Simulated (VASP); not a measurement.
Wanted: the native input for a VASP 6.6.1 run.

| Property | Result |
| --- | --- |
| Task | single point |
| Functional | PBE |
| Potentials or basis | VASP PAW PBE potentials, release 64 (Be) |
| Cutoff | 600 eV |
| k mesh | 12 × 12 × 12 |
| Occupations | methfessel-paxton, width 0.05 eV |
| Spin | no spin polarisation |
| Dipole correction | no |
| Further INCAR settings | ALGO = Normal; EDIFF = 1e-06; NBANDS = 7 |

The structure of Be lies in POSCAR:

```
Be
1.0
    0.0000000000      1.5795655537      1.5795655537
    1.5795655537      0.0000000000      1.5795655537
    1.5795655537      1.5795655537      0.0000000000
Be
1
Direct
    0.0000000000      0.0000000000      0.0000000000
```

This isn't the form of Be at room conditions, which is hcp.

One way to write it, as run:

INCAR

```
ALGO = Normal
EDIFF = 1E-6
ENCUT = 600
GGA = PE
GGA_COMPAT = F
ISIF = 2
ISMEAR = 1
LASPH = T
LCHARG = T
LELF = T
LREAL = F
LVHAR = T
LWAVE = F
NBANDS = 7
NELM = 120
PREC = Accurate
SIGMA = 0.05
```

KPOINTS

```
k-points
0
Gamma
  12 12 12
```

Potentials or basis: VASP PAW PBE potentials, release 64 (Be).

Launch:

```sh
$ cat potpaw_PBE.64/Be/POTCAR > POTCAR
$ mpirun -np 1 vasp_std > vasp.out
```

Results of the run:

```
Pressure               : 0.2 GPa
Band gap on the k mesh : zero (bands 1 and 2 overlap by 0.95 eV)
```

Run time: 3.1 s on 1 thread of AMD EPYC 9R45 (Zen 5) (shared host), peak memory 0.08 GiB.
